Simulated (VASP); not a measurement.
Wanted: the native input for a VASP 6.6.1 run.

- Task: electric field gradients
- Functional: PBEsol
- Potentials or basis: VASP PAW PBE potentials, release 64 (Re)
- Cutoff: 520 eV
- k mesh: 14 × 14 × 14
- Occupations: fermi-dirac, width 0.05 eV
- Spin: no spin polarisation
- Dipole correction: no
- Further INCAR settings: ALGO = Normal; EDIFF = 1e-08; NBANDS = 10

The structure of Re lies in POSCAR:

```
Re
1.0
    0.0000000000      1.9880798514      1.9880798514
    1.9880798514      0.0000000000      1.9880798514
    1.9880798514      1.9880798514      0.0000000000
Re
1
Direct
    0.0000000000      0.0000000000      0.0000000000
```

This cell differs from its parent crystal: volume scaled by 1.02.

One way to write it, as run:

INCAR

```
SYSTEM = Re
PREC = Accurate ; ENCUT = 520
EDIFF = 1E-8 ; ISMEAR = -1
SIGMA = 0.05 ; LREAL = .FALSE.
LASPH = .TRUE. ; NELM = 100
ALGO = Normal ; ISIF = 2
LWAVE = .FALSE. ; LCHARG = .FALSE.
GGA = PS ; LEFG = .TRUE.
NBANDS = 10
```

KPOINTS

```
regular mesh
0
G
  14 14 14
  0 0 0
```

Potentials or basis: VASP PAW PBE potentials, release 64 (Re).

Run with:

```bash
$ cat potpaw_PBE.64/Re/POTCAR > POTCAR
$ mpirun -np 1 vasp_std > vasp.out
```

Results of the run:

```
Pressure : -24.8 GPa
```

Caveat: without QUAD_EFG the Cq values of the log hold for a quadrupole moment of 1 mb, not for the nuclei; the PAW data sets were made with another functional, which shifts forces and pressure a little.

Run time: 21 s on 1 thread of Intel(R) Xeon(R) Platinum 8488C (Sapphire Rapids) (shared host), peak memory 0.15 GiB.
